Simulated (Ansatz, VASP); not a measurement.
## TaN: VASP beside Ansatz

File INCAR:

```
PREC     = Accurate       # precision mode
ENCUT    = 520            # plane-wave cutoff, eV
EDIFF    = 1E-7           # SCF threshold, eV
ISMEAR   = 0              # smearing method
SIGMA    = 0.15           # smearing width, eV
LREAL    = False          # projectors in reciprocal space
LASPH    = True           # aspherical terms in the spheres
NELM     = 80             # most SCF steps
ALGO     = Normal         # electronic algorithm
ISIF     = 2              # what is computed and relaxed
LWAVE    = False          # write WAVECAR
LCHARG   = False          # write CHGCAR
NBANDS   = 15             # bands
```

KPOINTS

```
regular mesh
0
Gamma
  18 18 18
```

POSCAR

```
TaN
1.0
    0.0000000000      2.1194897592      2.1194897592
    2.1194897592      0.0000000000      2.1194897592
    2.1194897592      2.1194897592      0.0000000000
Ta N
1 1
Direct
    0.4956556505      0.5043443495      0.5043443495
    0.0561219980     -0.0561219980     -0.0561219980
```

Input for Ansatz:

```yaml
crystal:
  lattice:
    - [0.0, 2.1194897592, 2.1194897592]
    - [2.1194897592, 0.0, 2.1194897592]
    - [2.1194897592, 2.1194897592, 0.0]
  atoms:
    - { symbol: Ta, position: [0.4956556505, 0.5043443495, 0.5043443495] }
    - { symbol: "N", position: [0.056121998, -0.056121998, -0.056121998] }
basis:
  ecutwfc: 520.0
kpoints:
  mp_grid: { grid: [18, 18, 18] }
hamiltonian:
  xc: lda
  pseudopotentials: { kind: paw, azcp: { folder: soft_1 } }
scf:
  occupations: { method: gaussian, width: 0.15 }
output:
  forces: true
  stress: true
  eigenvalues: true
```

Change from the starting cell: mode 4 frozen in at -0.244 Å, equal normal strain along x, y and z -0.0250.

Alike in both runs: task single point; functional LDA; k mesh 18 × 18 × 18; occupations gaussian, width 0.15 eV; no spin polarisation.

|  | VASP | Ansatz |
| --- | --- | --- |
| version | VASP 6.6.1 | Ansatz 0.2.0 |
| potentials or method | VASP PAW LDA potentials, release 64 (Ta_pv, N), cutoff 520 eV | scalar-relativistic, plane waves, PAW |
| valence electrons in the cell | 16 | 18 |

VASP gave:

- gap on the k mesh at the Fermi level (eV): none
- pressure (GPa): 53.1
- traceless stress, the component that is largest in VASP (GPa): 34.24
- rms of the force components (eV/Å): 2.727

Question: Which values does Ansatz return?

Answer: gap on the k mesh at the Fermi level (eV): none; pressure (GPa): 49.8; traceless stress, the component that is largest in VASP (GPa): 33.50; rms of the force components (eV/Å): 2.674.

Ansatz warns that its potentials were made for another functional, while VASP's fit it. LDA's correlation is that of Perdew and Zunger in VASP and of Perdew and Wang (1992) in Ansatz. Atom by atom the forces differ by 0.053 eV/Å (rms over components). A gap of «none» marks a metal or a gap that the smearing closes. Both programs put the cell under a high pressure, so it lies far from rest at this level. VASP's potentials hold 16 valence electrons a cell and Ansatz's 18, so a difference there can come from the potentials and not from the codes.

Neither program's run includes spin-orbit coupling.
